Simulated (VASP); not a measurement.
Runs of VASP 6.6.1 on Y. The structure is that of space group Pm-3m (No. 221), or close to it. The cells are those of the table. 

```tsv
task	cell	k mesh	cutoff (eV)	gap on the mesh (eV)	pressure (GPa)
single point	a = 3.354 Å, 1 atom	11 × 11 × 11	520	none	-1.0
relaxation of cell and atoms	relaxed from a = 3.291 Å, 1 atom	10 × 10 × 10	600	none	0.0
single point	a = 3.438 Å, 1 atom	11 × 11 × 11	520	none	(b)
single point	a = 3.220 Å, 1 atom	11 × 11 × 11	520	none	2.2
single point	a = 3.396 Å, 1 atom	11 × 11 × 11	520	none	-1.8
single point	a = 3.310 Å, 1 atom	10 × 10 × 10	520	none	0.0
single point	a = 3.266 Å, 1 atom	11 × 11 × 11	520	none	(a)
```

Alike in all rows: level revPBE; potentials or basis VASP PAW PBE potentials, release 64 (Y_sv); no spin polarisation; smearing fermi-dirac 0.1 eV.

Problem. Estimate the missing entries.

Solution. (a) 0.9; (b) -2.5.

Caveats: the PAW data sets were made with another functional, which shifts forces and pressure a little.

A k mesh can miss the band edges, and the runs leave out spin-orbit coupling on Y.

A gap of «none» marks levels without a gap at the run's occupations.
